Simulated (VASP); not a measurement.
# Ca (P1) in VASP: single point with PBEsol

Aim: the single point of Ca with PBEsol.

Everything below comes from runs of VASP 6.6.1. Logs are shortened: lines on timing, memory, paths and dates and some standing lists are left out, and cuts for length are marked.

## 1. The cell of the first run

The typed cell holds 7 atoms: a = 7.629 Å, b = 7.629 Å, c = 7.629 Å, α = 109.36°, β = 109.36°, γ = 109.69°.

## 2. Single point, PBEsol

Contents of INCAR:

```
SYSTEM = Ca
PREC = Accurate
ENCUT = 520
EDIFF = 1E-6
ISMEAR = -1
SIGMA = 0.1
LREAL = .False.
LASPH = .True.
NELM = 60
ALGO = Normal
ISIF = 2
LWAVE = .False.
LCHARG = .True.
GGA = PS
LELF = .True.
LVHAR = .True.
NBANDS = 44
```

Contents of KPOINTS:

```
Automatic mesh
0
Gamma
  2 2 2
  0 0 0
```

Contents of POSCAR:

```
Ca
1.0
   -4.4104100000      4.4104100000      4.3922300000
    4.4104100000     -4.4104100000      4.3922300000
    4.4104100000      4.4104100000     -4.3922300000
Ca
7
Direct
    0.2509048489      0.2473412346      0.2490981564
    0.2494602302      0.7262941300      0.0028287620
    0.2504410358      0.7754872333      0.4974190608
    0.7244723393      0.2496253296      0.0025850204
    0.7745635517      0.2506792643      0.4975933077
    0.7232604236      0.7234973630     -0.0283252577
    0.7768977975      0.7770753320      0.5288009505
```

Potentials or basis: VASP PAW PBE potentials, release 64 (Ca_sv).

On the command line:

```sh
$ cat potpaw_PBE.64/Ca_sv/POTCAR > POTCAR
$ mpirun -np 1 vasp_std > vasp.out
```

OUTCAR:

```text
SYSTEM = Ca
   PREC = Accurate
   ENCUT = 520
   EDIFF = 1E-6
   ISMEAR = -1
   LREAL = .False.
   LASPH = .True.
   NELM = 60
   ISIF = 2
   GGA = PS

 ion  position               nearest neighbor table
   1  0.251  0.247  0.249-
   2  0.249  0.726  0.003-
   3  0.250  0.775  0.497-
   4  0.724  0.250  0.003-
   5  0.775  0.251  0.498-
   6  0.723  0.723  0.972-
   7  0.777  0.777  0.529-

  LATTYP: Found a body centered tetragonal cell.
 ALAT       =     8.8208200000
 C/A-ratio  =     0.9958779343

  Lattice vectors:

 A1 = (  -4.4104100000,   4.4104100000,   4.3922300000)
 A2 = (   4.4104100000,  -4.4104100000,   4.3922300000)
 A3 = (   4.4104100000,   4.4104100000,  -4.3922300000)

Analysis of symmetry for initial positions (statically):
=====================================================================
 Subroutine PRICEL returns:
 Original cell was already a primitive cell.

 Routine SETGRP: Setting up the symmetry group for a
 body centered tetragonal supercell.

 Subroutine GETGRP returns: Found  1 space group operations
 (whereof  1 operations were pure point group operations)
 out of a pool of 16 trial point group operations.

The static configuration has the point symmetry C_1 .

Analysis of symmetry for dynamics (positions and initial velocities):
=====================================================================
 Subroutine PRICEL returns:
 Original cell was already a primitive cell.

 Routine SETGRP: Setting up the symmetry group for a
 body centered tetragonal supercell.

 Subroutine GETGRP returns: Found  1 space group operations
 (whereof  1 operations were pure point group operations)
 out of a pool of 16 trial point group operations.

The dynamic configuration has the point symmetry C_1 .

 Subroutine INISYM returns: Found  1 space group operations
 (whereof  1 operations are pure point group operations),
 and found     1 'primitive' translations

----------------------------------------------------------------------------------------
[... 81 lines left out ...]
   LNONCOLLINEAR =      F non collinear calculations
   LSORBIT =      F    spin-orbit coupling
   LASPH  =      T    aspherical Exc in radial PAW
   ENCUT  =  520.0 eV  38.22 Ry    6.18 a.u.  14.18 14.18 14.18*2*pi/ulx,y,z
   NELM   =     60;   NELMIN=  2; NELMDL= -5     # of ELM steps
   EDIFF  = 0.1E-05   stopping-criterion for ELM
   LREAL  =      F    real-space projection
   EDIFFG = 0.1E-04   stopping-criterion for IOM
   NSW    =      0    number of steps for IOM
   IBRION =     -1    ionic relax: 0-MD 1-quasi-New 2-CG
   NFREE  =      0    steps in history (QN), initial steepest desc. (CG)
   ISIF   =      2    stress and relaxation
   ISYM   =      2    0-nonsym 1-usesym 2-fastsym
   POTIM  = 0.5000    time-step for ionic-motion
   TEBEG  =    0.0;   TEEND  =   0.0 temperature during run
   PSTRESS=    0.0 pullay stress
   NELECT =      70.0000    total number of electrons
   NUPDOWN=      -1.0000    fix difference up-down
   EMIN   =  10.00;   EMAX   =-10.00  energy-range for DOS
   EFERMI =   0.00;   METHOD = LEGACY
   ISMEAR =    -1;   SIGMA  =   0.10  broadening in eV -4-tet -1-fermi 0-gaus
   EFERMI_NEDOS =   21; number of points for ismear=-14 and -15
   IALGO  =     38    algorithm
   IMIX   =      4    mixing-type and parameters
     AMIX     =   0.40;   BMIX     =  1.00
     AMIX_MAG =   1.60;   BMIX_MAG =  1.00
  volume/ion in A,a.u.               =      48.82       329.46
  Fermi-wavevector in a.u.,A,eV,Ry     =   0.965028  1.823638 12.670817  0.931279
  Thomas-Fermi vector in A             =   2.094710
   LORBIT       =      0    0 simple, 1 ext, 2 COOP (PROOUT), +10 PAW based schemes
   GGA     = PS    functional components
   LHFCALC =     F    Hartree Fock is set to
   AEXX    =    0.0000 exact exchange contribution
   IVDW    =     0    specifies the selected vdW correction
   LEPSILON=     F    determine dielectric tensor
   LRPA    =     F    only Hartree local field effects (RPA)
 non-spin polarized calculation
  energy-cutoff  :      520.00
  volume of cell :      341.75
 maximum number of plane-waves:      9228
 NGX is ok and might be reduce to    60
   NGX = 29   NGY = 29   NGZ = 29

 number of electron      70.0000001 magnetization

 Free energy of the ion-electron system (eV)
  ---------------------------------------------------
  ext. energy  EPLUGINS =         0.00000000
  ---------------------------------------------------
  free energy    TOTEN  =       -13.79419224 eV

  energy without entropy =      -13.48471137  energy(sigma->0) =      -13.63945181

 E-fermi :   1.3386     XC(G=0):  -7.3107

 val. band max:        1.2988954080   @ k =   0.0000   0.0000   0.0000
 cond. band min:       1.4069633659   @ k =   0.0000   0.0000   0.5000
 fundamental gap:      0.1080679580
 Fermi energy:         1.3385554764

 k-point     1 :       0.0000    0.0000    0.0000
  band No.  band energies     occupation
      1     -40.9328      2.00000
      2     -40.7841      2.00000
      3     -40.7750      2.00000
      4     -40.7742      2.00000
      5     -40.7701      2.00000
      6     -40.7664      2.00000
[... 365 lines left out ...]
     43       2.7179      0.00000
     44       2.7759      0.00000

------------------------ aborting loop because EDIFF is reached ----------------------------------------

  FORCE on cell =-STRESS in cart. coord.  units (eV):
  Direction    XX          YY          ZZ          XY          YZ          ZX
  --------------------------------------------------------------------------------------
  -------------------------------------------------------------------------------------
  Total       -2.6731103     -2.6909933     -2.7627999     -0.1750675      0.1409331      0.1529546
  in kB      -12.5321178    -12.6159570    -12.9526021     -0.8207544      0.6607246      0.7170844
  external PRESSURE =     -12.7002256 kB  Pullay stress =       0.0000000 kB

 VOLUME and BASIS-vectors are now :
 -----------------------------------------------------------------------------
  energy-cutoff  :      520.00
  volume of cell :      341.75
      direct lattice vectors                 reciprocal lattice vectors
    -4.410410000  4.410410000  4.392230000     0.000000000  0.113368145  0.113837390
     4.410410000 -4.410410000  4.392230000     0.113368145  0.000000000  0.113837390
     4.410410000  4.410410000 -4.392230000     0.113368145  0.113368145  0.000000000

 POSITION                                       TOTAL-FORCE (eV/Angst)
 -----------------------------------------------------------------------------------
      1.08291      1.11434      1.09431         0.042080     -0.030174      0.011793
      2.11551     -2.09056      4.27331        -0.039350      0.009392     -0.012784
      4.50949     -0.12185      2.32133         0.002478     -0.000252      0.002573
     -2.08287      2.10567      4.26711         0.001562     -0.004537     -0.004767
     -0.11595      4.50514      2.31756        -0.006357      0.029511      0.012288
      4.28653      4.28444      2.08667        -0.008052     -0.011604     -0.019489
      2.33301      2.33145      4.50279         0.007639      0.007664      0.010385
 -----------------------------------------------------------------------------------
    total drift:                                0.000056      0.000002      0.000005

  FREE ENERGIE OF THE ION-ELECTRON SYSTEM (eV)
  ---------------------------------------------------
  free  energy   TOTEN  =       -13.7941922395 eV

  energy  without entropy=      -13.4847113717  energy(sigma->0) =      -13.63945181
```

stdout:

```text
POSCAR found type information on POSCAR Ca
 POSCAR found :  1 types and       7 ions
 scaLAPACK will be used
 -----------------------------------------------------------------------------
|                                                                             |
|                                                                             |
|     You enforced a specific xc type in the INCAR file but a different       |
|     I HOPE YOU KNOW WHAT YOU ARE DOING!                                     |
|                                                                             |
 -----------------------------------------------------------------------------

 LDA part: xc-table for (Slater+PW92), standard interpolation
 POSCAR, INCAR and KPOINTS ok, starting setup
 FFT: planning ... GRIDC
 FFT: planning ... GRID_SOFT
 FFT: planning ... GRID
 WAVECAR not read
 entering main loop
```

Wall time 86 s (1 thread of Intel Xeon 6975P-C (Granite Rapids), shared host); peak memory 0.49 GiB.

Results:

```
Free energy            : -13.7942 eV
Pressure               : -1.3 GPa
Largest force          : 0.053 eV/Å
Band gap on the k mesh : zero (bands 35 and 36 overlap by 0.45 eV)
```

Forces in eV/Å, atoms in the order of the input:
```
Ca   0.042 -0.030  0.012
Ca  -0.039  0.009 -0.013
Ca   0.002  0.000  0.003
Ca   0.002 -0.005 -0.005
Ca  -0.006  0.030  0.012
Ca  -0.008 -0.012 -0.019
Ca   0.008  0.008  0.010
```

Stress tensor (GPa, compression positive):
```
-1.25 -0.08  0.07
-0.08 -1.26  0.07
 0.07  0.07 -1.30
```

Caveat: the k points lie up to 0.50 Å⁻¹ apart; the PAW data sets were made with another functional, which shifts forces and pressure a little.

The gap in the log of VASP goes by the Fermi energy; the results here count the filled bands.